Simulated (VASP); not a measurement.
Wanted: the native input for a VASP 6.6.1 run.

```yaml
Task: single point
Functional: PBE
Potentials_or_basis: VASP PAW PBE potentials, release 64 (Mo_sv, S)
Cutoff: 520 eV
k_mesh: 9 × 9 × 4
Occupations: gaussian, width 0.024 eV
Spin: no spin polarisation
Dipole_correction: no
Further_INCAR_settings: ALGO = Normal; EDIFF = 1e-06; NBANDS = 20
```

The structure of MoS2 lies in POSCAR:

```
MoS2
1.0
    3.2274645616      0.0000000000      0.0000000000
   -1.6137322808      2.7950663001      0.0000000000
    0.0000000000      0.0000000000      6.3124734200
Mo S
1 2
Direct
    0.0000000000      0.0000000000      0.5000000000
    0.6666666667      0.3333333333      0.7446806800
    0.3333333333      0.6666666667      0.2553193200
```

These files were run (other wordings do the same):

INCAR

```
  ALGO = Normal
  EDIFF = 1E-6
  ENCUT = 520
  GGA = PE
  ISIF = 2
  ISMEAR = 0
  LASPH = T
  LCHARG = T
  LELF = T
  LREAL = F
  LVHAR = T
  LWAVE = F
  NBANDS = 20
  NELM = 80
  PREC = Accurate
  SIGMA = 0.024
```

KPOINTS

```
k-points
0
Gamma
  9 9 4
```

Potentials or basis: VASP PAW PBE potentials, release 64 (Mo_sv, S).

The run is started by

```sh
$ cat potpaw_PBE.64/Mo_sv/POTCAR potpaw_PBE.64/S/POTCAR > POTCAR
$ mpirun -np 1 vasp_std > vasp.out
```

It gave:

* Pressure: 1.0 GPa
* Largest force: 0.288 eV/Å
* Band gap on the k mesh: zero (band 13 reaches 7.55 eV, above the bottom of band 14 at 6.52 eV)

Caveat: this functional lacks dispersion, which binds the layers, so the pressure and a relaxed spacing across them are unreliable.

Wall time 19 s on 1 thread of Intel(R) Xeon(R) Platinum 8559C (Emerald Rapids), with other jobs on the host, peak memory 0.19 GiB.
